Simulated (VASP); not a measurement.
# Ge (Pm-3m) in VASP: further runs

Runs on Ge. Level: RPBE. Tasks: single point.

All numbers are computed with VASP 6.6.1; they aren't measurements. Logs are shortened: lines on timing, memory, paths and dates and some standing lists are left out, and cuts for length are marked.

## Step 1: The cell of the first run

It takes space group Pm-3m (No. 221, cubic). The conventional cell has a = 2.737 Å, b = 2.737 Å, c = 2.737 Å, α = 90.00°, β = 90.00°, γ = 90.00°. Ge (site symmetry m-3m) has 6 Ge at 2.74 Å within 3.6 Å.

## Step 2: Single point, RPBE

INCAR reads:

```
SYSTEM = Ge
PREC = Accurate
ENCUT = 520
EDIFF = 1E-6
ISMEAR = -1
SIGMA = 0.1
LREAL = .False.
LASPH = .True.
NELM = 100
ALGO = Normal
ISIF = 2
LWAVE = .False.
LCHARG = .False.
GGA = RP
NBANDS = 13
```

KPOINTS reads:

```
Automatic mesh
0
Gamma
  11 11 11
  0 0 0
```

POSCAR reads:

```
Ge
1.0
    2.7365538132      0.0000000000      0.0000000000
    0.0000000000      2.7365538132      0.0000000000
    0.0000000000      0.0000000000      2.7365538132
Ge
1
Direct
    0.0000000000      0.0000000000      0.0000000000
```

Potentials or basis: VASP PAW PBE potentials, release 64 (Ge_d).

Run with:

```sh
> cat potpaw_PBE.64/Ge_d/POTCAR > POTCAR
> mpirun -np 1 vasp_std > vasp.out
```

OUTCAR:

```text
SYSTEM = Ge
   PREC = Accurate
   ENCUT = 520
   EDIFF = 1E-6
   ISMEAR = -1
   LREAL = .False.
   LASPH = .True.
   NELM = 100
   ISIF = 2
   GGA = RP

 ion  position               nearest neighbor table
   1  0.000  0.000  0.000-

  LATTYP: Found a simple cubic cell.
 ALAT       =     2.7365538132

  Lattice vectors:

 A1 = (   2.7365538132,   0.0000000000,   0.0000000000)
 A2 = (   0.0000000000,   2.7365538132,   0.0000000000)
 A3 = (   0.0000000000,   0.0000000000,   2.7365538132)

Analysis of symmetry for initial positions (statically):
=====================================================================
 Subroutine PRICEL returns:
 Original cell was already a primitive cell.

 Routine SETGRP: Setting up the symmetry group for a
 simple cubic supercell.

 Subroutine GETGRP returns: Found 48 space group operations
 (whereof 48 operations were pure point group operations)
 out of a pool of 48 trial point group operations.

The static configuration has the point symmetry O_h .

Analysis of symmetry for dynamics (positions and initial velocities):
=====================================================================
 Subroutine PRICEL returns:
 Original cell was already a primitive cell.

 Routine SETGRP: Setting up the symmetry group for a
 simple cubic supercell.

 Subroutine GETGRP returns: Found 48 space group operations
 (whereof 48 operations were pure point group operations)
 out of a pool of 48 trial point group operations.

The dynamic configuration has the point symmetry O_h .

 Subroutine INISYM returns: Found 48 space group operations
 (whereof 48 operations are pure point group operations),
 and found     1 'primitive' translations

----------------------------------------------------------------------------------------

                                     Primitive cell

  volume of cell :      20.4933

  direct lattice vectors                    reciprocal lattice vectors
     2.736553813  0.000000000  0.000000000     0.365423108  0.000000000  0.000000000
     0.000000000  2.736553813  0.000000000     0.000000000  0.365423108  0.000000000
     0.000000000  0.000000000  2.736553813     0.000000000  0.000000000  0.365423108

  length of vectors
     2.736553813  2.736553813  2.736553813     0.365423108  0.365423108  0.365423108

  position of ions in fractional coordinates (direct lattice)
     0.000000000  0.000000000  0.000000000

  ion indices of the primitive-cell ions
   primitive index   ion index
                 1           1

----------------------------------------------------------------------------------------

 KPOINTS: Automatic mesh

Automatic generation of k-mesh.
 Grid dimensions read from file:
 generate k-points for:   11   11   11

 Generating k-lattice:

  Cartesian coordinates                     Fractional coordinates (reciprocal lattice)
     0.033220283  0.000000000  0.000000000     0.090909091  0.000000000  0.000000000
     0.000000000  0.033220283  0.000000000     0.000000000  0.090909091  0.000000000
     0.000000000  0.000000000  0.033220283     0.000000000  0.000000000  0.090909091

  Length of vectors
     0.033220283  0.033220283  0.033220283

  Shift w.r.t. Gamma in fractional coordinates (k-lattice)
     0.000000000  0.000000000  0.000000000

 Subroutine IBZKPT returns following result:
 ===========================================

 Found     56 irreducible k-points:

 Following reciprocal coordinates:
            Coordinates               Weight
  0.000000  0.000000  0.000000      1.000000
  0.090909  0.000000  0.000000      6.000000
  0.181818  0.000000  0.000000      6.000000
  0.272727  0.000000  0.000000      6.000000
  0.363636  0.000000  0.000000      6.000000
  0.454545  0.000000  0.000000      6.000000
[... 16 lines left out ...]
  0.181818  0.090909  0.090909     24.000000
  0.272727  0.090909  0.090909     24.000000
 [... further k-points ...]
   k-points           NKPTS =     56   k-points in BZ     NKDIM =     56   number of bands    NBANDS=     13
   number of dos      NEDOS =    301   number of ions     NIONS =      1
   total plane-waves  NPLWV =   8000
   dimension x,y,z NGX =    20 NGY =   20 NGZ =   20
   dimension x,y,z NGXF=    40 NGYF=   40 NGZF=   40
   ions per type =               1
   NGX,Y,Z   is equivalent  to a cutoff of  12.15, 12.15, 12.15 a.u.
   NGXF,Y,Z  is equivalent  to a cutoff of  24.30, 24.30, 24.30 a.u.
 SYSTEM =  Ge
   PREC   = accura    normal or accurate (medium, high low for compatibility)
   ISTART =      0    job   : 0-new  1-cont  2-samecut
   ICHARG =      2    charge: 1-file 2-atom 10-const
   ISPIN  =      1    spin polarized calculation?
   LNONCOLLINEAR =      F non collinear calculations
   LSORBIT =      F    spin-orbit coupling
   LASPH  =      T    aspherical Exc in radial PAW
   ENCUT  =  520.0 eV  38.22 Ry    6.18 a.u.   5.09  5.09  5.09*2*pi/ulx,y,z
   NELM   =    100;   NELMIN=  2; NELMDL= -5     # of ELM steps
   EDIFF  = 0.1E-05   stopping-criterion for ELM
   LREAL  =      F    real-space projection
   EDIFFG = 0.1E-04   stopping-criterion for IOM
   NSW    =      0    number of steps for IOM
   IBRION =     -1    ionic relax: 0-MD 1-quasi-New 2-CG
   NFREE  =      0    steps in history (QN), initial steepest desc. (CG)
   ISIF   =      2    stress and relaxation
   ISYM   =      2    0-nonsym 1-usesym 2-fastsym
   POTIM  = 0.5000    time-step for ionic-motion
   TEBEG  =    0.0;   TEEND  =   0.0 temperature during run
   PSTRESS=    0.0 pullay stress
   NELECT =      14.0000    total number of electrons
   NUPDOWN=      -1.0000    fix difference up-down
   EMIN   =  10.00;   EMAX   =-10.00  energy-range for DOS
   EFERMI =   0.00;   METHOD = LEGACY
   ISMEAR =    -1;   SIGMA  =   0.10  broadening in eV -4-tet -1-fermi 0-gaus
   EFERMI_NEDOS =   21; number of points for ismear=-14 and -15
   IALGO  =     38    algorithm
   IMIX   =      4    mixing-type and parameters
     AMIX     =   0.40;   BMIX     =  1.00
     AMIX_MAG =   1.60;   BMIX_MAG =  1.00
  volume/ion in A,a.u.               =      20.49       138.30
  Fermi-wavevector in a.u.,A,eV,Ry     =   1.441828  2.724660 28.284724  2.078869
  Thomas-Fermi vector in A             =   2.560417
   LORBIT       =      0    0 simple, 1 ext, 2 COOP (PROOUT), +10 PAW based schemes
   GGA     = RP    functional components
   LHFCALC =     F    Hartree Fock is set to
   AEXX    =    0.0000 exact exchange contribution
   IVDW    =     0    specifies the selected vdW correction
   LEPSILON=     F    determine dielectric tensor
   LRPA    =     F    only Hartree local field effects (RPA)
 non-spin polarized calculation
  energy-cutoff  :      520.00
  volume of cell :       20.49
 maximum number of plane-waves:       561
   NGX = 11   NGY = 11   NGZ = 11

 number of electron      14.0000007 magnetization

 Free energy of the ion-electron system (eV)
  ---------------------------------------------------
  ext. energy  EPLUGINS =         0.00000000
  ---------------------------------------------------
  free energy    TOTEN  =        -3.90361561 eV

  energy without entropy =       -3.88396065  energy(sigma->0) =       -3.89378813

 E-fermi :   5.6192     XC(G=0): -10.6628

 val. band max:        5.5158990217   @ k =   0.2727   0.2727   0.0000
 cond. band min:       5.6647043215   @ k =   0.2727   0.2727   0.0909
 fundamental gap:      0.1488052998
 Fermi energy:         5.6192288034

 k-point     1 :       0.0000    0.0000    0.0000
  band No.  band energies     occupation
      1     -18.9718      2.00000
      2     -18.9718      2.00000
      3     -18.7503      2.00000
      4     -18.7503      2.00000
      5     -18.7503      2.00000
      6      -6.7598      2.00000
      7      12.1987      0.00000
      8      12.1987      0.00000
      9      12.1987      0.00000
     10      15.5881      0.00000
     11      15.5881      0.00000
     12      17.9269      0.00000
     13      33.9842      0.00000

 k-point     2 :       0.0909    0.0000    0.0000
  band No.  band energies     occupation
      1     -18.9709      2.00000
      2     -18.9579      2.00000
      3     -18.7550      2.00000
      4     -18.7550      2.00000
      5     -18.7500      2.00000
      6      -6.6023      2.00000
      7      10.2025      0.00000
      8      12.3489      0.00000
      9      12.3489      0.00000
     10      15.7294      0.00000
     11      16.8723      0.00000
     12      19.0523      0.00000
     13      30.7903      0.00000

 k-point     3 :       0.1818    0.0000    0.0000
  band No.  band energies     occupation
      1     -18.9684      2.00000
      2     -18.9205      2.00000
      3     -18.7673      2.00000
      4     -18.7673      2.00000
      5     -18.7490      2.00000
      6      -6.1321      2.00000
      7       7.3074      0.00000
      8      12.7860      0.00000
      9      12.7860      0.00000
     10      16.1494      0.00000
     11      17.6490      0.00000
     12      22.3456      0.00000
     13      27.8210      0.00000

 k-point     4 :       0.2727    0.0000    0.0000
  band No.  band energies     occupation
      1     -18.9651      2.00000
      2     -18.8717      2.00000
      3     -18.7834      2.00000
      4     -18.7834      2.00000
      5     -18.7477      2.00000
      6      -5.3634      2.00000
      7       4.6013      1.99992
      8      13.4605      0.00000
      9      13.4605      0.00000
     10      16.8311      0.00000
     11      18.4111      0.00000
     12      25.2490      0.00000
     13      25.2508      0.00000

 k-point     5 :       0.3636    0.0000    0.0000
  band No.  band energies     occupation
      1     -18.9620      2.00000
      2     -18.8270      2.00000
      3     -18.7982      2.00000
      4     -18.7982      2.00000
      5     -18.7464      2.00000
      6      -4.3519      2.00000
      7       2.2681      2.00000
      8      14.2483      0.00000
      9      14.2483      0.00000
     10      17.7141      0.00000
     11      19.3871      0.00000
     12      23.1983      0.00000
     13      23.1983      0.00000

 k-point     6 :       0.4545    0.0000    0.0000
  band No.  band energies     occupation
      1     -18.9602      2.00000
      2     -18.8069      2.00000
      3     -18.8069      2.00000
      4     -18.8005      2.00000
      5     -18.7457      2.00000
      6      -3.3631      2.00000
      7       0.6112      2.00000
      8      14.8580      0.00000
      9      14.8580      0.00000
     10      18.5450      0.00000
     11      20.4659      0.00000
     12      21.9581      0.00000
     13      21.9581      0.00000

 k-point     7 :       0.0909    0.0909    0.0000
  band No.  band energies     occupation
      1     -18.9635      2.00000
      2     -18.9503      2.00000
      3     -18.7598      2.00000
      4     -18.7548      2.00000
      5     -18.7544      2.00000
      6      -6.4447      2.00000
      7      10.1484      0.00000
      8      10.5800      0.00000
      9      12.4991      0.00000
     10      16.4089      0.00000
     11      18.2336      0.00000
     12      19.5157      0.00000
     13      28.1038      0.00000
[... 193 lines left out ...]
 k-point    20 :       0.4545    0.3636    0.0000
  band No.  band energies     occupation
      1     -18.8853      2.00000
      2     -18.8748      2.00000
      3     -18.8012      2.00000
      4     -18.7917      2.00000
      5     -18.7109      2.00000
      6      -0.9281      2.00000
      7       2.7682      2.00000
      8       5.2869      1.93042
      9      10.6881      0.00000
     10      16.8808      0.00000
     11      22.4345      0.00000
     12      24.1541      0.00000
     13      24.2795      0.00000

 k-point    21 :       0.4545    0.4545    0.0000
  band No.  band energies     occupation
      1     -18.8872      2.00000
      2     -18.8780      2.00000
      3     -18.8002      2.00000
      4     -18.8001      2.00000
      5     -18.6878      2.00000
      6       0.1538      2.00000
      7       3.3867      2.00000
      8       3.6242      2.00000
      9       9.3506      0.00000
     10      17.4635      0.00000
     11      23.6800      0.00000
     12      24.8933      0.00000
     13      24.9792      0.00000

 k-point    22 :       0.0909    0.0909    0.0909
  band No.  band energies     occupation
      1     -18.9494      2.00000
      2     -18.9494      2.00000
      3     -18.7598      2.00000
      4     -18.7591      2.00000
      5     -18.7591      2.00000
      6      -6.2872      2.00000
      7      10.2970      0.00000
      8      10.2970      0.00000
      9      10.9928      0.00000
     10      18.3755      0.00000
     11      18.3755      0.00000
     12      19.8553      0.00000
     13      28.0260      0.00000

 k-point    23 :       0.1818    0.0909    0.0909
  band No.  band energies     occupation
      1     -18.9470      2.00000
      2     -18.9116      2.00000
      3     -18.7724      2.00000
      4     -18.7717      2.00000
      5     -18.7582      2.00000
      6      -5.8174      2.00000
      7       7.5882      0.00000
      8      10.7314      0.00000
      9      11.2758      0.00000
     10      18.7930      0.00000
     11      19.6020      0.00000
     12      22.3370      0.00000
     13      25.0731      0.00000

 k-point    24 :       0.2727    0.0909    0.0909
  band No.  band energies     occupation
      1     -18.9438      2.00000
      2     -18.8622      2.00000
      3     -18.7891      2.00000
      4     -18.7882      2.00000
      5     -18.7568      2.00000
      6      -5.0492      2.00000
      7       4.8985      1.99852
      8      11.4094      0.00000
      9      11.9871      0.00000
     10      19.4472      0.00000
     11      19.8639      0.00000
     12      22.5241      0.00000
     13      23.0872      0.00000

 [... further k-points ...]
[... 5 lines left out ...]
  --------------------------------------------------------------------------------------
  -------------------------------------------------------------------------------------
  Total       -0.0195607     -0.0195607     -0.0195607     -0.0000000     -0.0000000     -0.0000000
  in kB       -1.5292660     -1.5292660     -1.5292660     -0.0000000     -0.0000000     -0.0000000
  external PRESSURE =      -1.5292660 kB  Pullay stress =       0.0000000 kB

 VOLUME and BASIS-vectors are now :
 -----------------------------------------------------------------------------
  energy-cutoff  :      520.00
  volume of cell :       20.49
      direct lattice vectors                 reciprocal lattice vectors
     2.736553813  0.000000000  0.000000000     0.365423108  0.000000000  0.000000000
     0.000000000  2.736553813  0.000000000     0.000000000  0.365423108  0.000000000
     0.000000000  0.000000000  2.736553813     0.000000000  0.000000000  0.365423108

 POSITION                                       TOTAL-FORCE (eV/Angst)
 -----------------------------------------------------------------------------------
      0.00000      0.00000      0.00000         0.000000      0.000000      0.000000
 -----------------------------------------------------------------------------------
    total drift:                               -0.000000      0.000000     -0.000000

  FREE ENERGIE OF THE ION-ELECTRON SYSTEM (eV)
  ---------------------------------------------------
  free  energy   TOTEN  =        -3.9036156132 eV

  energy  without entropy=       -3.8839606463  energy(sigma->0) =       -3.89378813
```

Run time: 14 s. Hardware: 1 thread of AMD EPYC 7R13, shared host; peak memory 0.1 GiB.

What came out:

| Item | Value |
| --- | --- |
| Free energy | -3.9036 eV |
| Pressure | -0.2 GPa |
| Band gap on the k mesh | zero (band 7 reaches 12.20 eV, above the bottom of band 8 at 3.62 eV) |

Levels at points of the mesh, in eV from the Fermi level:
```
           k point  band 4  band 5  band 6  band 7  band 8  band 9  band 10  band 11
(0.00, 0.00, 0.00)  -24.37  -24.37  -12.38    6.58    6.58    6.58     9.97     9.97
```

Caveat: the PAW data sets were made with another functional, which shifts forces and pressure a little.

## Step 3: Single point, RPBE (volume scaled by 0.88)

INCAR reads:

```
SYSTEM = Ge
ALGO = Normal
EDIFF = 1E-7
ENCUT = 520
GGA = RP
ISIF = 2
ISMEAR = -1
LASPH = .True.
LCHARG = .True.
LELF = .True.
LREAL = .False.
LVHAR = .True.
LWAVE = .False.
NBANDS = 13
NELM = 100
PREC = Accurate
SIGMA = 0.1
```

KPOINTS reads:

```
k-points
0
Gamma
  13 13 13
  0 0 0
```

POSCAR reads:

```
Ge
1.0
    2.6223956561      0.0000000000      0.0000000000
    0.0000000000      2.6223956561      0.0000000000
    0.0000000000      0.0000000000      2.6223956561
Ge
1
Direct
    0.0000000000      0.0000000000      0.0000000000
```

Potentials or basis: VASP PAW PBE potentials, release 64 (Ge_d).

Run with:

```sh
> cat potpaw_PBE.64/Ge_d/POTCAR > POTCAR
> mpirun -np 1 vasp_std > vasp.out
```

Wall time 25 s (1 thread of AMD EPYC 7R13, shared host); peak memory 0.1 GiB.

The run converged. Its results:

| Property | Result |
| --- | --- |
| Free energy | -3.8468 eV |
| Pressure | 10.7 GPa |
| Band gap on the k mesh | zero (band 7 reaches 14.28 eV, above the bottom of band 8 at 4.66 eV) |

Levels at points of the mesh, in eV from the Fermi level:
| k point | band 3 | band 4 | band 5 | band 6 | band 7 | band 8 | band 9 | band 10 | band 11 | band 12 |
| --- | --- | --- | --- | --- | --- | --- | --- | --- | --- | --- |
| (0.00, 0.00, 0.00) | -24.59 | -24.59 | -24.59 | -13.63 | 7.09 | 7.09 | 7.09 | 10.25 | 10.25 | 13.47 |

Caveat: the PAW data sets were made with another functional, which shifts forces and pressure a little.

## Step 4: Single point, RPBE (volume scaled by 0.92)

INCAR reads:

```
SYSTEM = Ge
PREC = Accurate
ENCUT = 520
EDIFF = 1E-7
ISMEAR = -1
SIGMA = 0.1
LREAL = .FALSE.
LASPH = .TRUE.
NELM = 80
ALGO = Normal
ISIF = 2
LWAVE = .FALSE.
LCHARG = .FALSE.
GGA = RP
NBANDS = 13
```

KPOINTS reads:

```
Automatic mesh
0
G
  13 13 13
  0 0 0
```

POSCAR reads:

```
Ge
1.0
    2.6615416611      0.0000000000      0.0000000000
    0.0000000000      2.6615416611      0.0000000000
    0.0000000000      0.0000000000      2.6615416611
Ge
1
Direct
    0.0000000000      0.0000000000      0.0000000000
```

Run with:

```sh
> cat potpaw_PBE.64/Ge_d/POTCAR > POTCAR
> mpirun -np 1 vasp_std > vasp.out
```

It took 22 s on 1 thread of AMD EPYC 7R13, shared host; peak memory 0.1 GiB.

The run converged. Its results:

| Property | Result |
| --- | --- |
| Free energy | -3.8899 eV |
| Pressure | 6.2 GPa |
| Band gap on the k mesh | zero (band 7 reaches 13.53 eV, above the bottom of band 8 at 4.25 eV) |

Levels at points of the mesh, in eV from the Fermi level:
```
           k point  band 5  band 6  band 7  band 8  band 9  band 10
(0.00, 0.00, 0.00)  -24.57  -13.24    6.85    6.85    6.85    10.09
```

Caveat: the PAW data sets were made with another functional, which shifts forces and pressure a little.

## Step 5: Summary

```tsv
cell	k mesh	gap on the mesh (eV)	pressure (GPa)
a = 2.737 Å, 1 atom	11 × 11 × 11	none	-0.2
a = 2.622 Å, 1 atom	13 × 13 × 13	none	10.7
a = 2.662 Å, 1 atom	13 × 13 × 13	none	6.2
```

Alike in all rows: task single point; level RPBE; potentials or basis VASP PAW PBE potentials, release 64 (Ge_d); no spin polarisation; cutoff (eV) 520; smearing fermi-dirac 0.1 eV.

Caveats: the PAW data sets were made with another functional, which shifts forces and pressure a little.

Absolute energies hang on the potentials; compare differences alone.
